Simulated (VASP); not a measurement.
Set up this calculation in VASP 6.6.1, as the native input.

```yaml
Task: relaxation of cell and atoms
Functional: PBE
Potentials_or_basis: VASP PAW PBE potentials, release 64 (Ba_sv, Hf_pv, O)
Cutoff: 600 eV
k_mesh: 3 × 3 × 3
Occupations: gaussian, width 0.15 eV
Spin: no spin polarisation
Dipole_correction: no
Further_INCAR_settings: ALGO = Normal; EDIFF = 1e-07; IBRION = 2; EDIFFG = -0.08; NSW = 36; ISIF = 3
```

The structure of BaHfO3 lies in POSCAR:

```
BaHfO3
1.0
   -2.9600000000      4.1750000000      2.9450000000
    2.9600000000     -4.1750000000      2.9450000000
    2.9600000000      4.1750000000     -2.9450000000
Ba Hf O
2 2 6
Direct
    0.2520000000      0.5020000000      0.7500000000
    0.7480000000      0.4980000000      0.2500000000
    0.0000000000      0.0000000000      0.0000000000
    0.5000000000      0.0000000000      0.5000000000
    0.7270000000      0.0000000000      0.2270000000
    0.2730000000      0.5000000000      0.2730000000
    0.7270000000      0.5000000000      0.7270000000
    0.2730000000      0.0000000000      0.7730000000
    0.7050000000      0.9550000000      0.7500000000
    0.2950000000      0.0450000000      0.2500000000
```

The input as run:

INCAR

```
PREC = Accurate
ENCUT = 600
EDIFF = 1E-7
ISMEAR = 0
SIGMA = 0.15
LREAL = False
LASPH = True
NELM = 100
ALGO = Normal
ISIF = 3
LWAVE = False
LCHARG = False
GGA = PE
IBRION = 2
NSW = 36
EDIFFG = -0.08
```

KPOINTS

```
Automatic mesh
0
Gamma
  3 3 3
```

Potentials or basis: VASP PAW PBE potentials, release 64 (Ba_sv, Hf_pv, O).

Launch:

```console
$ cat potpaw_PBE.64/Ba_sv/POTCAR potpaw_PBE.64/Hf_pv/POTCAR potpaw_PBE.64/O/POTCAR > POTCAR
$ mpirun -np 1 vasp_std > vasp.out
```

Results of the run:

```
Relaxed volume                        : 14.82 Å³/atom
Relaxed cell                          : a = 5.940 Å, b = 5.940 Å, c = 5.940 Å, α = 120.00°, β = 89.98°, γ = 120.03°
Space group after relaxing (to 0.1 Å) : Pm-3m (No. 221)
Energy gained by relaxing             : 124.1 meV/atom
Ionic steps                           : 10
Pressure after relaxing               : 0.0 GPa
Largest force after relaxing          : 0.005 eV/Å
Band gap on the k mesh                : 3.54 eV
```

Caveat: the k points lie up to 0.43 Å⁻¹ apart in the final cell; spin-orbit coupling is left out, which moves the levels of the heavy elements; an odd mesh through Γ misses points on the zone boundary, where band edges can lie.

Wall time 8.8 min on 1 thread of AMD EPYC 9R45 96-Core Processor (Zen 5), on a shared host, peak memory 0.35 GiB.
